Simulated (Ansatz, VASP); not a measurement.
## One calculation of Ir, two programs

Contents of INCAR:

```
  ALGO = Normal
  EDIFF = 1E-7
  EDIFFG = -0.003
  ENCUT = 500
  GGA = CA
  GGA_COMPAT = F
  IBRION = 2
  ISIF = 3
  ISMEAR = 0
  LASPH = T
  LCHARG = F
  LREAL = F
  LWAVE = F
  NELM = 120
  NELMIN = 4
  NSW = 80
  PREC = Accurate
  SIGMA = 0.1
```

Contents of KPOINTS:

```
k-points
0
Gamma
  12 12 12
```

File POSCAR:

```
Ir
1.0
    0.0000000000      1.9250000000      1.9250000000
    1.9250000000      0.0000000000      1.9250000000
    1.9250000000      1.9250000000      0.0000000000
Ir
1
Direct
    0.0000000000      0.0000000000      0.0000000000
```

Input for Ansatz:

```yaml
crystal:
  lattice:
    - [0.0, 1.925, 1.925]
    - [1.925, 0.0, 1.925]
    - [1.925, 1.925, 0.0]
  atoms:
    - { symbol: Ir, position: [0.0, 0.0, 0.0] }
scf:
  occupations: { method: gaussian, width: 0.1 }
output:
  forces: true
  stress: true
  eigenvalues: true
  write_density: true
  write_potential: true
  elf: true
  volumetric_format: npy
hamiltonian:
  xc: lda
kpoints:
  mp_grid: { grid: [12, 12, 12] }
relax:
  f_tol: 0.003
  cell: { stress_tol: 0.05 }
```

Alike in both runs: task relaxation of cell and atoms; functional LDA; k mesh 12 × 12 × 12; occupations gaussian, width 0.1 eV; no spin polarisation.

```csv
,VASP,Ansatz
version,VASP 6.6.1,Ansatz 0.2.0
potentials or method,"VASP PAW LDA potentials, release 64 (Ir)","scalar-relativistic, plane waves, PAW"
plane-wave cutoff (eV),500,420
valence electrons in the cell,9,17
```

```csv
,VASP,Ansatz,Ansatz less VASP
"gap on the k mesh at the Fermi level, each at its own relaxed structure (eV)",none,none,-
relaxed volume (Å³/atom),13.91,13.82,-0.088
relaxed cell length with the largest relative difference (Å),2.699,2.694,-0.0057
```

LDA's correlation is that of Perdew and Zunger in VASP and of Perdew and Wang (1992) in Ansatz. A gap of «none» marks a metal or a gap that the smearing closes. VASP's potentials hold 9 valence electrons a cell and Ansatz's 17, so a difference there can come from the potentials and not from the codes.

Spin-orbit coupling is off throughout.
